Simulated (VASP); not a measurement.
Here is a VASP 6.6.1 calculation.

The input INCAR:

```
SYSTEM = PtPb
ALGO = Normal
EDIFF = 1E-8
ENCUT = 520
GGA = CA
ISIF = 2
ISMEAR = -1
LASPH = .TRUE.
LCHARG = .FALSE.
LEFG = .TRUE.
LREAL = .FALSE.
LWAVE = .FALSE.
NBANDS = 32
NELM = 80
PREC = Accurate
SIGMA = 0.05
```

The input KPOINTS:

```
k-points
0
G
  10 10 7
  0 0 0
```

The input POSCAR:

```
PtPb
1.0
    4.3059283585      0.0000000000      0.0000000000
   -2.1529641793      3.7290433454      0.0000000000
    0.0000000000      0.0000000000      5.5277977072
Pt Pb
2 2
Direct
    0.3333333333      0.6666666667      0.2500000000
    0.6666666667      0.3333333333      0.7500000000
    0.0000000000      0.0000000000      0.0000000000
    0.0000000000      0.0000000000      0.5000000000
```

Potentials or basis: VASP PAW LDA potentials, release 64 (Pt, Pb_d).

The run is started by

```sh
$ cat potpaw_LDA.64/Pt/POTCAR potpaw_LDA.64/Pb_d/POTCAR > POTCAR
$ mpirun -np 1 vasp_std > vasp.out
```

Question: Predict the pressure.

Answer: 2.1 GPa.

Question: Estimate the band gap on the k mesh.

Answer: Zero (bands 24 and 25 overlap by 2.66 eV).

Stress tensor (GPa, compression positive):
```
-5.92  0.00  0.00
 0.00 -5.92  0.00
 0.00  0.00 18.13
```

Caveat: the stress differs along the axes, from -6 to 18 GPa; without QUAD_EFG the Cq values of the log hold for a quadrupole moment of 1 mb, not for the nuclei; spin-orbit coupling is left out, which moves the levels of the heavy elements.
